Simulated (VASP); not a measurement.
A run of VASP 6.6.1:

The input INCAR:

```
PREC = Accurate
ENCUT = 600
EDIFF = 1E-6
ISMEAR = 0
SIGMA = 0.2
LREAL = F
LASPH = T
NELM = 150
ALGO = Normal
ISIF = 3
LWAVE = F
LCHARG = F
ISPIN = 2
MAGMOM = 7 7 7 7 7 7 0
LORBIT = 11
LMAXMIX = 6
GGA = PE
IBRION = 2
NSW = 36
EDIFFG = -0.08
```

Contents of KPOINTS:

```
Automatic mesh
0
Gamma
  3 3 3
```

POSCAR

```
Gd6N
1.0
    6.0074563700      0.0000000000      0.0000000000
   -3.0037281800      5.2026098300      0.0000000000
    0.0000000000      0.0000000000      5.5135488400
Gd N
6 1
Direct
    0.3036071400      0.3036071400      0.2662879800
    0.0000000000      0.6963928600      0.2662879800
    0.6963928600      0.0000000000      0.2662879800
    0.0000000000      0.3036071400      0.7337120200
    0.3036071400      0.0000000000      0.7337120200
    0.6963928600      0.6963928600      0.7337120200
    0.0000000000      0.0000000000      0.5000000000
```

Potentials or basis: VASP PAW PBE potentials, release 64 (Gd, N).

Launch:

```bash
$ cat potpaw_PBE.64/Gd/POTCAR potpaw_PBE.64/N/POTCAR > POTCAR
$ mpirun -np 1 vasp_std > vasp.out
```

Hardware: 1 thread of Oxide Virtual Turin-like Processor, on a shared host.

Estimate the wall time of this run.

Run time: 2.5 h on 1 thread of Oxide Virtual Turin-like Processor, with other jobs on the host, peak memory 0.51 GiB. Counts: scf iterations 171, k points 7, ion steps 4.
